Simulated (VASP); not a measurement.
# CdCu3Mo (P1) in VASP: single point with PBE

Aim: the single point of CdCu3Mo with PBE.

All numbers are computed with VASP 6.6.1; they aren't measurements. Logs are shortened: lines on timing, memory, paths and dates and some standing lists are left out, and cuts for length are marked.

**1. The cell of the first run**

The typed cell holds 5 atoms: a = 2.739 Å, b = 2.738 Å, c = 9.800 Å, α = 82.07°, β = 97.94°, γ = 89.46°.

**2. Single point, PBE**

File INCAR:

```
SYSTEM = CdCu3Mo
PREC     = Accurate       ! precision mode
ENCUT    = 520            ! plane-wave cutoff, eV
EDIFF    = 1E-6           ! SCF threshold, eV
ISMEAR   = 0              ! smearing method
SIGMA    = 0.2            ! smearing width, eV
LREAL    = .False.        ! projectors in reciprocal space
LASPH    = .True.         ! aspherical terms in the spheres
NELM     = 100            ! most SCF steps
ALGO     = Fast           ! electronic algorithm
ISIF     = 2              ! what is computed and relaxed
LWAVE    = .False.        ! write WAVECAR
LCHARG   = .False.        ! write CHGCAR
GGA      = PE             ! functional
NBANDS   = 38             ! bands
```

File KPOINTS:

```
Automatic mesh
0
Gamma
  8 8 2
  0 0 0
```

File POSCAR:

```
CdCu3Mo
1.0
    2.7331211419      0.0182403908     -0.1744973244
    0.0185266437      2.7326595044      0.1736103147
   -0.7397272802      0.7407522518      9.7440645285
Cd Cu Mo
1 3 1
Direct
    0.6034015690      0.3967177944      0.3177538435
    1.2113263027      0.7884626950      0.5350977159
   -0.2039997522      0.2039203548      0.7051751808
    0.9947031114      0.0054549901      0.0995133638
    0.3945687692      0.6054441656      0.9005496362
```

Potentials or basis: VASP PAW PBE potentials, release 64 (Cd, Cu, Mo_sv).

On the command line:

```sh
cat potpaw_PBE.64/Cd/POTCAR potpaw_PBE.64/Cu/POTCAR potpaw_PBE.64/Mo_sv/POTCAR > POTCAR
mpirun -np 1 vasp_std > vasp.out
```

OUTCAR:

```text
SYSTEM = CdCu3Mo
   PREC = Accurate
   ENCUT = 520
   EDIFF = 1E-6
   ISMEAR = 0
   LREAL = .False.
   LASPH = .True.
   NELM = 100
   ISIF = 2
   GGA = PE

 ion  position               nearest neighbor table
   1  0.603  0.397  0.318-   2 2.84   2 2.84   4 2.85   4 2.85   2 2.85   2 2.85   4 2.86   4 2.86

   2  0.211  0.788  0.535-   3 2.53   3 2.53   3 2.54   3 2.54   1 2.84   1 2.84   1 2.85   1 2.85

   3  0.796  0.204  0.705-   2 2.53   2 2.53   2 2.54   2 2.54   5 2.69   5 2.69   5 2.70   5 2.70

   4  0.995  0.005  0.100-   5 2.71   5 2.72   5 2.73   5 2.73   1 2.85   1 2.85   1 2.86   1 2.86

   5  0.395  0.605  0.901-   3 2.69   3 2.69   3 2.70   3 2.70   4 2.71   4 2.72   4 2.73   4 2.73

  LATTYP: Found a triclinic cell.
 ALAT       =     2.7387466484
 B/A-ratio  =     1.4074478525
 C/A-ratio  =     3.5798865708
 COS(alpha) =     0.0005237135
 COS(beta)  =     0.1412259520
 COS(gamma) =     0.7038575574

  Lattice vectors:

 A1 = (  -2.7331211419,  -0.0182403908,   0.1744973244)
 A2 = (  -2.7145944982,   2.7144191136,   0.3481076391)
 A3 = (  -1.9933938617,  -0.7589926426,  -9.5695672041)

Analysis of symmetry for initial positions (statically):
=====================================================================
 Subroutine PRICEL returns:
 Original cell was already a primitive cell.

 Routine SETGRP: Setting up the symmetry group for a
 triclinic supercell.

 Subroutine GETGRP returns: Found  1 space group operations
 (whereof  1 operations were pure point group operations)
 out of a pool of  2 trial point group operations.

The static configuration has the point symmetry C_1 .

Analysis of symmetry for dynamics (positions and initial velocities):
=====================================================================
 Subroutine PRICEL returns:
 Original cell was already a primitive cell.

 Routine SETGRP: Setting up the symmetry group for a
 triclinic supercell.

 Subroutine GETGRP returns: Found  1 space group operations
 (whereof  1 operations were pure point group operations)
 out of a pool of  2 trial point group operations.

The dynamic configuration has the point symmetry C_1 .

 Subroutine INISYM returns: Found  1 space group operations
 (whereof  1 operations are pure point group operations),
 and found     1 'primitive' translations

----------------------------------------------------------------------------------------

                                     Primitive cell

  volume of cell :      72.0631

  direct lattice vectors                    reciprocal lattice vectors
     2.733121142  0.018240391 -0.174497324     0.367713743 -0.004287200  0.028241155
     0.018526644  2.732659504  0.173610315    -0.004260081  0.367769528 -0.028281566
    -0.739727280  0.740752252  9.744064528     0.006660943 -0.006629337  0.103636216

  length of vectors
     2.738746648  2.738231500  9.800137952     0.368821556  0.368879955  0.104061432

  position of ions in fractional coordinates (direct lattice)
     0.603401569  0.396717794  0.317753844
     0.211326303  0.788462695  0.535097716
     0.796000248  0.203920355  0.705175181
     0.994703111  0.005454990  0.099513364
     0.394568769  0.605444166  0.900549636

  ion indices of the primitive-cell ions
   primitive index   ion index
                 1           1
                 2           2
                 3           3
                 4           4
                 5           5

----------------------------------------------------------------------------------------

 KPOINTS: Automatic mesh

Automatic generation of k-mesh.
 Grid dimensions read from file:
 generate k-points for:    8    8    2

 Generating k-lattice:

  Cartesian coordinates                     Fractional coordinates (reciprocal lattice)
     0.045964218 -0.000535900  0.003530144     0.125000000  0.000000000  0.000000000
    -0.000532510  0.045971191 -0.003535196     0.000000000  0.125000000  0.000000000
     0.003330471 -0.003314669  0.051818108     0.000000000  0.000000000  0.500000000

  Length of vectors
     0.046102694  0.046109994  0.052030716

  Shift w.r.t. Gamma in fractional coordinates (k-lattice)
     0.000000000  0.000000000  0.000000000

 Subroutine IBZKPT returns following result:
 ===========================================

 Found     68 irreducible k-points:

 Following reciprocal coordinates:
            Coordinates               Weight
  0.000000  0.000000  0.000000      1.000000
  0.125000  0.000000  0.000000      2.000000
  0.250000  0.000000  0.000000      2.000000
  0.375000  0.000000  0.000000      2.000000
  0.500000  0.000000  0.000000      1.000000
  0.000000  0.125000  0.000000      2.000000
[... 16 lines left out ...]
  0.125000  0.375000  0.000000      2.000000
  0.250000  0.375000 -0.000000      2.000000
 [... further k-points ...]
   k-points           NKPTS =     68   k-points in BZ     NKDIM =     68   number of bands    NBANDS=     38
   number of dos      NEDOS =    301   number of ions     NIONS =      5
   total plane-waves  NPLWV =  32000
   dimension x,y,z NGX =    20 NGY =   20 NGZ =   80
   dimension x,y,z NGXF=    40 NGYF=   40 NGZF=  160
   ions per type =               1   3   1
   NGX,Y,Z   is equivalent  to a cutoff of  12.14, 12.14, 13.57 a.u.
   NGXF,Y,Z  is equivalent  to a cutoff of  24.28, 24.29, 27.14 a.u.
 SYSTEM =  CdCu3Mo
   PREC   = accura    normal or accurate (medium, high low for compatibility)
   ISTART =      0    job   : 0-new  1-cont  2-samecut
   ICHARG =      2    charge: 1-file 2-atom 10-const
   ISPIN  =      1    spin polarized calculation?
   LNONCOLLINEAR =      F non collinear calculations
   LSORBIT =      F    spin-orbit coupling
   LASPH  =      T    aspherical Exc in radial PAW
   ENCUT  =  520.0 eV  38.22 Ry    6.18 a.u.   5.09  5.09 18.22*2*pi/ulx,y,z
   NELM   =    100;   NELMIN=  2; NELMDL= -5     # of ELM steps
   EDIFF  = 0.1E-05   stopping-criterion for ELM
   LREAL  =      F    real-space projection
   EDIFFG = 0.1E-04   stopping-criterion for IOM
   NSW    =      0    number of steps for IOM
   IBRION =     -1    ionic relax: 0-MD 1-quasi-New 2-CG
   NFREE  =      0    steps in history (QN), initial steepest desc. (CG)
   ISIF   =      2    stress and relaxation
   ISYM   =      2    0-nonsym 1-usesym 2-fastsym
   POTIM  = 0.5000    time-step for ionic-motion
   TEBEG  =    0.0;   TEEND  =   0.0 temperature during run
   PSTRESS=    0.0 pullay stress
   NELECT =      59.0000    total number of electrons
   NUPDOWN=      -1.0000    fix difference up-down
   EMIN   =  10.00;   EMAX   =-10.00  energy-range for DOS
   EFERMI =   0.00;   METHOD = LEGACY
   ISMEAR =     0;   SIGMA  =   0.20  broadening in eV -4-tet -1-fermi 0-gaus
   EFERMI_NEDOS =   21; number of points for ismear=-14 and -15
   IALGO  =     68    algorithm
   IMIX   =      4    mixing-type and parameters
     AMIX     =   0.40;   BMIX     =  1.00
     AMIX_MAG =   1.60;   BMIX_MAG =  1.00
  volume/ion in A,a.u.               =      14.41        97.26
  Fermi-wavevector in a.u.,A,eV,Ry     =   1.531514  2.894143 31.912962  2.345537
  Thomas-Fermi vector in A             =   2.638848
   LORBIT       =      0    0 simple, 1 ext, 2 COOP (PROOUT), +10 PAW based schemes
   GGA     = PE    functional components
   LHFCALC =     F    Hartree Fock is set to
   AEXX    =    0.0000 exact exchange contribution
   IVDW    =     0    specifies the selected vdW correction
   LEPSILON=     F    determine dielectric tensor
   LRPA    =     F    only Hartree local field effects (RPA)
 non-spin polarized calculation
 RMM-DIIS sequential band-by-band and
 Gauss-broadening in eV      SIGMA  =   0.20
  energy-cutoff  :      520.00
  volume of cell :       72.06
 maximum number of plane-waves:      1961
   NGX = 11   NGY = 11   NGZ = 37

 number of electron      59.0000001 magnetization

 Free energy of the ion-electron system (eV)
  ---------------------------------------------------
  ext. energy  EPLUGINS =         0.00000000
  ---------------------------------------------------
  free energy    TOTEN  =       -22.01191220 eV

  energy without entropy =      -21.95052588  energy(sigma->0) =      -21.98121904

 E-fermi :   7.3290     XC(G=0): -12.4610

 val. band max:        7.3124560353   @ k =   0.2500   0.3750  -0.0000
 cond. band min:       7.3511505695   @ k =   0.3750   0.0000   0.5000
 fundamental gap:      0.0386945342
 Fermi energy:         7.3289668292

 k-point     1 :       0.0000    0.0000    0.0000
  band No.  band energies     occupation
      1     -53.7001      2.00000
      2     -27.8302      2.00000
      3     -27.2584      2.00000
      4     -27.2498      2.00000
      5      -3.1458      2.00000
      6      -2.7277      2.00000
[... 30 lines left out ...]
     37      19.0249      0.00000
     38      19.1129      0.00000

 k-point     2 :       0.1250    0.0000    0.0000
  band No.  band energies     occupation
      1     -53.6844      2.00000
      2     -27.8138      2.00000
      3     -27.3963      2.00000
      4     -27.2414      2.00000
      5      -3.0319      2.00000
      6      -2.5014      2.00000
[... 30 lines left out ...]
     37      16.7822      0.00000
     38      18.9777      0.00000

 k-point     3 :       0.2500    0.0000    0.0000
  band No.  band energies     occupation
      1     -53.6462      2.00000
      2     -27.7741      2.00000
      3     -27.7290      2.00000
      4     -27.2119      2.00000
      5      -2.8686      2.00000
      6      -1.9984      2.00000
[... 30 lines left out ...]
     37      16.1750      0.00000
[... 781 lines left out ...]
 k-point    23 :       0.1250    0.3750    0.0000
  band No.  band energies     occupation
      1     -53.5921      2.00000
      2     -28.0324      2.00000
      3     -27.7187      2.00000
      4     -27.3180      2.00000
      5      -2.4615      2.00000
      6      -2.3283      2.00000
[... 30 lines left out ...]
     37      14.0001      0.00000
     38      15.5546      0.00000

 k-point    24 :       0.2500    0.3750   -0.0000
  band No.  band energies     occupation
      1     -53.5549      2.00000
      2     -27.9898      2.00000
      3     -27.6817      2.00000
      4     -27.6370      2.00000
      5      -2.3048      2.00000
      6      -2.2280      2.00000
[... 30 lines left out ...]
     37      14.4688      0.00000
     38      15.2539      0.00000

 [... further k-points ...]

------------------------ aborting loop because EDIFF is reached ----------------------------------------

  FORCE on cell =-STRESS in cart. coord.  units (eV):
  Direction    XX          YY          ZZ          XY          YZ          ZX
  --------------------------------------------------------------------------------------
  -------------------------------------------------------------------------------------
  Total        0.2352479      0.2437319      0.2602470     -0.0148681      0.0249106     -0.0200915
  in kB        5.2302592      5.4188830      5.7860630     -0.3305612      0.5538367     -0.4466926
  external PRESSURE =       5.4784017 kB  Pullay stress =       0.0000000 kB

 VOLUME and BASIS-vectors are now :
 -----------------------------------------------------------------------------
  energy-cutoff  :      520.00
  volume of cell :       72.06
      direct lattice vectors                 reciprocal lattice vectors
     2.733121142  0.018240391 -0.174497324     0.367713743 -0.004287200  0.028241155
     0.018526644  2.732659504  0.173610315    -0.004260081  0.367769528 -0.028281566
    -0.739727280  0.740752252  9.744064528     0.006660943 -0.006629337  0.103636216

 POSITION                                       TOTAL-FORCE (eV/Angst)
 -----------------------------------------------------------------------------------
      1.42147      1.33048      3.05980         0.001962     -0.002608      0.002233
      0.19636      2.55483      5.31404        -0.000470      0.001771      0.011322
      1.65771      1.09412      6.76778        -0.000563      0.000183     -0.008045
      2.64513      0.10677      0.79704        -0.000565      0.000025     -0.004671
      0.42346      2.32875      8.81127        -0.000364      0.000630     -0.000838
 -----------------------------------------------------------------------------------
    total drift:                               -0.001092      0.001154     -0.002063

  FREE ENERGIE OF THE ION-ELECTRON SYSTEM (eV)
  ---------------------------------------------------
  free  energy   TOTEN  =       -22.0119121950 eV

  energy  without entropy=      -21.9505258751  energy(sigma->0) =      -21.98121904
```

Wall time 3.2 min (1 thread of Intel Xeon 6975P-C, shared host); peak memory 0.3 GiB.

What came out:

```yaml
Free_energy: -22.0119 eV
Pressure: 0.5 GPa
Largest_force: 0.011 eV/Å
```

Forces on the atoms (eV/Å):
```
Cd   0.002 -0.003  0.002
Cu   0.000  0.002  0.011
Cu  -0.001  0.000 -0.008
Cu  -0.001  0.000 -0.005
Mo   0.000  0.001 -0.001
```

Stress tensor (GPa, compression positive):
```
 0.52 -0.03 -0.04
-0.03  0.54  0.06
-0.04  0.06  0.58
```

Levels at points of the mesh, in eV from the Fermi level:
```tsv
k point	band 28	band 29	band 30	band 31	band 32	band 33
(0.00, 0.00, 0.00)	-1.95	-1.68	-0.65	0.59	1.60	1.62
(0.50, 0.00, 0.00)	-1.51	-1.35	-0.88	-0.10	0.83	2.12
(0.00, 0.50, 0.00)	-1.50	-1.35	-0.88	-0.10	0.82	2.12
(0.50, 0.50, 0.00)	0.82	1.51	2.11	2.51	4.32	4.83
(0.00, 0.00, 0.50)	-2.16	-1.95	-0.77	1.60	1.62	1.66
(0.50, 0.00, 0.50)	-1.50	-1.35	-0.88	-0.10	0.83	2.12
(0.00, 0.50, 0.50)	-1.50	-1.35	-0.88	-0.10	0.82	2.12
(0.50, 0.50, 0.50)	0.99	1.51	1.97	2.35	4.47	4.93
```
